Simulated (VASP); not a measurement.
Runs of VASP 6.6.1 on BN. The structure is that of space group Fmm2 (No. 42), or close to it. The cells are those of the table. 

```tsv
cell	k mesh	smearing	gap on the mesh (eV)	pressure (GPa)	largest force (eV/Å)
a = 4.752, b = 2.512, c = 4.407 Å, angles 81.8, 31.5, 66.6°, 2 atoms	6 × 6 × 6	gaussian 0.02 eV	4.34	(a)	-
a = 4.112, b = 2.502, c = 3.713 Å, angles 80.3, 36.8, 62.9°, 2 atoms	12 × 12 × 12	fermi-dirac 1.55 eV	(b)	10.2	-
a = 4.112, b = 2.502, c = 3.713 Å, angles 80.3, 36.8, 62.9°, 2 atoms	12 × 12 × 12	gaussian 0.2 eV	3.85	3.3	0.01
a = 4.112, b = 2.502, c = 3.713 Å, angles 80.3, 36.8, 62.9°, 2 atoms	12 × 12 × 12	methfessel-paxton 0.78 eV	3.85	3.2	-
a = 4.112, b = 2.502, c = 3.713 Å, angles 80.3, 36.8, 62.9°, 2 atoms	10 × 10 × 10	gaussian 0.02 eV	3.90	3.3	0.01
```

Alike in all rows: task single point; level PBE; potentials or basis VASP PAW PBE potentials, release 64 (B, N); no spin polarisation; cutoff (eV) 520.

Problem. Fill in the values left out.

Solution. (a) 0.1; (b) 4.01.

Caveats: some runs use coarse meshes.

A k mesh can miss the band edges.
